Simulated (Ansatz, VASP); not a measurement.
**Two plane-wave programs on Al**

INCAR

```
ALGO     = Fast           # electronic algorithm
EDIFF    = 1E-6           # SCF threshold, eV
ENCUT    = 520            # plane-wave cutoff, eV
GGA      = PE             # functional
ISIF     = 2              # what is computed and relaxed
ISMEAR   = 0              # smearing method
IVDW     = 12             # dispersion correction
LASPH    = True           # aspherical terms in the spheres
LCHARG   = True           # write CHGCAR
LELF     = True           # ELF
LREAL    = False          # projectors in reciprocal space
LVHAR    = True         
LWAVE    = False          # write WAVECAR
NBANDS   = 10             # bands
NELM     = 80             # most SCF steps
PREC     = Accurate       # precision mode
SIGMA    = 0.15           # smearing width, eV
```

Contents of KPOINTS:

```
k-points
0
Gamma
  18 18 10
```

Contents of POSCAR:

```
Al
1.0
    2.8124553515      0.0000000000      0.0000000000
   -1.4062276757      2.4356577814      0.0000000000
    0.0000000000      0.0000000000      4.8668500000
Al
2
Direct
    0.4368282939      0.0869933078      0.7500000000
    0.3333333333      0.6666666667      0.2500000000
```

Input for Ansatz:

```yaml
crystal:
  lattice:
    - [2.8124553515, 0.0, 0.0]
    - [-1.4062276757, 2.4356577814, 0.0]
    - [0.0, 0.0, 4.86685]
  atoms:
    - { symbol: Al, position: [0.4368282939, 0.0869933078, 0.75] }
    - { symbol: Al, position: [0.3333333333, 0.6666666667, 0.25] }
basis:
  ecutwfc: 420
kpoints:
  mp_grid: { grid: [18, 18, 10] }
hamiltonian:
  xc: pbe
  dispersion: d3bj
scf:
  occupations: { method: gaussian, width: 0.15 }
output:
  forces: true
  stress: true
  eigenvalues: true
```

Alike in both runs: task single point; functional PBE; dispersion D3(BJ); k mesh 18 × 18 × 10; occupations gaussian, width 0.15 eV; no spin polarisation.

```csv
,VASP,Ansatz
version,VASP 6.6.1,Ansatz 0.2.0
potentials or method,"VASP PAW PBE potentials, release 64 (Al), cutoff 520 eV","scalar-relativistic, plane waves, PAW"
valence electrons in the cell,6,6
```

VASP gave:

- gap on the k mesh at the Fermi level (eV): none
- pressure (GPa): -0.4
- traceless stress, the component that is largest in VASP (GPa): 2.88
- rms of the force components (eV/Å): 0.312

Question: Estimate Ansatz's values.

Answer: gap on the k mesh at the Fermi level (eV): none; pressure (GPa): -0.4; traceless stress, the component that is largest in VASP (GPa): 2.87; rms of the force components (eV/Å): 0.313.

Atom by atom the forces differ by 0.001 eV/Å (rms over components). A gap of «none» marks a metal or a gap that the smearing closes.
